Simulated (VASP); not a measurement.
Runs of VASP 6.6.1 on WS. The structure is that of space group Pm-3m (No. 221), or close to it. The cells are those of the table. 

```csv
task,cell,k mesh,cutoff (eV),gap on the mesh (eV),pressure (GPa),relaxed volume (Å³/atom)
single point,"a = 3.445 Å, 2 atoms",6 × 6 × 6,520,none,(b),-
relaxation of cell and atoms,"relaxed from a = 3.007 Å, 2 atoms",18 × 18 × 18,600,none,0.0,13.63
relaxation of cell and atoms,"relaxed from a = 3.445 Å, 2 atoms",6 × 6 × 6,600,none,0.1,(a)
single point,"a = 3.008 Å, 2 atoms",18 × 18 × 18,520,none,0.4,-
single point,"a = 3.007 Å, 2 atoms",6 × 6 × 6,520,none,0.3,-
```

Alike in all rows: level PBE; potentials or basis VASP PAW PBE potentials, release 64 (W_sv, S); no spin polarisation; smearing gaussian 0.1 eV.

**Question.** Fill in the values left out.

**Answer.** (a) 13.61; (b) -36.5.

Caveats: spin-orbit coupling is left out, which moves the levels of the heavy elements; the volume moved by over 15 % at a fixed basis, so the end points are rough (some runs).

A k mesh can miss the band edges, and the runs leave out spin-orbit coupling on W.

A gap of «none» marks levels without a gap at the run's occupations.
